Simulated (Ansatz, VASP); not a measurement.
## One calculation of CuO, two programs

INCAR

```
PREC     = Accurate       # precision mode
ENCUT    = 520            # plane-wave cutoff, eV
EDIFF    = 1E-7           # SCF threshold, eV
ISMEAR   = -1             # smearing method
SIGMA    = 0.05           # smearing width, eV
LREAL    = F              # projectors in reciprocal space
LASPH    = T              # aspherical terms in the spheres
NELM     = 60             # most SCF steps
ALGO     = Normal         # electronic algorithm
ISIF     = 2              # what is computed and relaxed
LWAVE    = F              # write WAVECAR
LCHARG   = F              # write CHGCAR
GGA      = PE             # functional
IVDW     = 12             # dispersion correction
NBANDS   = 25             # bands
```

Contents of KPOINTS:

```
Automatic mesh
0
Gamma
  10 10 5
```

The input POSCAR:

```
CuO
1.0
    2.3101994985     -1.6881714891      0.0000000000
    2.3101994985      1.6881714891      0.0000000000
   -0.8385391614      0.0000000000      4.9895114286
Cu O
2 2
Direct
    0.5000000000      0.0000000000      0.5000000000
    0.0000000000      0.5000000000      0.0000000000
    0.4184000000      0.5816000000      0.7500000000
    0.5816000000      0.4184000000      0.2500000000
```

The input input.yaml:

```yaml
crystal:
  lattice:
    - [2.3101994985, -1.6881714891, 0.0]
    - [2.3101994985, 1.6881714891, 0.0]
    - [-0.8385391614, 0.0, 4.9895114286]
  atoms:
    - { symbol: Cu, position: [0.5, 0.0, 0.5] }
    - { symbol: Cu, position: [0.0, 0.5, 0.0] }
    - { symbol: O, position: [0.4184, 0.5816, 0.75] }
    - { symbol: O, position: [0.5816, 0.4184, 0.25] }
hamiltonian:
  xc: pbe
  pseudopotentials: { kind: paw }
  dispersion: d3bj
kpoints:
  mp_grid: { grid: [10, 10, 5] }
scf:
  occupations: { method: fermi_dirac, width: 0.05 }
output:
  forces: true
  stress: true
  eigenvalues: true
```

Alike in both runs: task single point; functional PBE; dispersion D3(BJ); k mesh 10 × 10 × 5; occupations fermi-dirac, width 0.05 eV; no spin polarisation.

```csv
,VASP,Ansatz
version,VASP 6.6.1,Ansatz 0.2.0
potentials or method,"VASP PAW PBE potentials, release 64 (Cu, O)",Ansatz PAW
plane-wave cutoff (eV),520,420
valence electrons in the cell,34,50
```

VASP gave:

| Item | Value |
| --- | --- |
| gap on the k mesh at the Fermi level (eV) | none |
| pressure (GPa) | 10.0 |
| traceless stress, the component that is largest in VASP (GPa) | -2.34 |
| rms of the force components (eV/Å) | 0.033 |

Q: What did Ansatz give for the same quantities?

A: gap on the k mesh at the Fermi level (eV): none; pressure (GPa): 9.2; traceless stress, the component that is largest in VASP (GPa): -2.25; rms of the force components (eV/Å): 0.052.

Atom by atom the forces differ by 0.020 eV/Å (rms over components). A gap of «none» marks a metal or a gap that the smearing closes. VASP's potentials hold 34 valence electrons a cell and Ansatz's 50, so a difference there can come from the potentials and not from the codes.
